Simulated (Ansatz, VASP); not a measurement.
# Te5Pd in VASP and in Ansatz

```xyz
6
Lattice="3.7843 2.1849 3.5707 -3.7843 2.1849 3.5707 0.0000 -4.3697 3.5707" Properties=species:S:1:pos:R:3 pbc="T T T"
Te    0.0000    0.0000    1.5444
Te    0.2298    2.1849    3.5707
Te   -2.0070   -0.8934    3.5707
Te    0.0000    0.0000    9.1676
Te    1.7773   -1.2914    3.5707
Pd    0.0000    0.0000    5.3560
```

Change from the starting cell: species swapped into the Ti5Si type (R32, No. 155).

Alike in both runs: task relaxation of cell and atoms; functional PBE; k mesh 6 × 6 × 6; occupations gaussian, width 0.1 eV; no spin polarisation.

```csv
,VASP,Ansatz
version,VASP 6.6.1,Ansatz 0.2.0
potentials or method,"VASP PAW PBE potentials, release 64 (Te, Pd), cutoff 600 eV","scalar-relativistic, plane waves, PAW"
valence electrons in the cell,40,98
```

|  | VASP | Ansatz | Ansatz less VASP |
| --- | --- | --- | --- |
| gap on the k mesh at the Fermi level, each at its own relaxed structure (eV) | none | none | - |
| relaxed volume (Å³/atom) | 29.51 | 29.59 | +0.080 |
| relaxed length of the cell vector where the two differ most in proportion (Å) | 5.642 | 5.646 | +0.0046 |

A gap of «none» marks a metal or a gap that the smearing closes. VASP's potentials hold 40 valence electrons a cell and Ansatz's 98, so a difference there can come from the potentials and not from the codes.

Spin-orbit coupling is off throughout.
